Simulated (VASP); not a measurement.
A run of VASP 6.6.1 is set up as follows.

POSCAR

```
BeSe
1.0
    0.0000000000      2.5810355899      2.5810355899
    2.5810355899      0.0000000000      2.5810355899
    2.5810355899      2.5810355899      0.0000000000
Be Se
1 1
Direct
    0.0000000000      0.0000000000      0.0000000000
    0.2500000000      0.2500000000      0.2500000000
```

File INCAR.step1:

```
PREC = Accurate
ENCUT = 500
EDIFF = 1E-8
ISMEAR = 0
SIGMA = 0.01
LREAL = F
LASPH = T
NELM = 100
ALGO = Normal
LWAVE = T
LCHARG = F
GGA = PE
```

Contents of INCAR.step2:

```
PREC = Accurate
ENCUT = 500
EDIFF = 1E-8
ISMEAR = 0
SIGMA = 0.01
LREAL = F
LASPH = T
NELM = 1
ALGO = Exact
LWAVE = T
LCHARG = F
GGA = PE
NBANDS = 34
LOPTICS = T
ISTART = 1
```

File INCAR.step3:

```
PREC = Accurate
ENCUT = 500
EDIFF = 1E-8
ISMEAR = 0
SIGMA = 0.01
LREAL = F
LASPH = T
ALGO = EVGW0
LWAVE = F
LCHARG = F
GGA = PE
NELMGW = 1
NBANDS = 34
ENCUTGW = 60
NOMEGA = 48
PRECFOCK = Fast
ISTART = 1
NBANDSGW = 12
```

The input KPOINTS:

```
Automatic mesh
0
Gamma
  4 4 4
```

Potentials or basis: VASP PAW PBE potentials, release 64 (Be_GW, Se_GW).

Launch:

```console
$ cat potpaw_PBE.64/Be_GW/POTCAR potpaw_PBE.64/Se_GW/POTCAR > POTCAR
$ cp INCAR.step1 INCAR
$ mpirun -np 1 vasp_std > vasp.out
$ cp INCAR.step2 INCAR
$ mpirun -np 1 vasp_std > vasp.out
$ cp INCAR.step3 INCAR
$ mpirun -np 1 vasp_std > vasp.out
```

**Question.** Estimate the quasiparticle gap.

**Answer.** 3.40 eV.

**Question.** What does it give for the least direct quasiparticle gap?

**Answer.** 5.43 eV.

**Question.** What does it give for the band gap on the k mesh, mean-field level?

**Answer.** 2.63 eV, indirect (least direct gap 4.26 eV).

Caveat: the k points lie up to 0.53 Å⁻¹ apart; bands, screening cutoff and mesh are small and nothing is extrapolated, so the quasiparticle values aren't converged. A k mesh can miss the band edges.
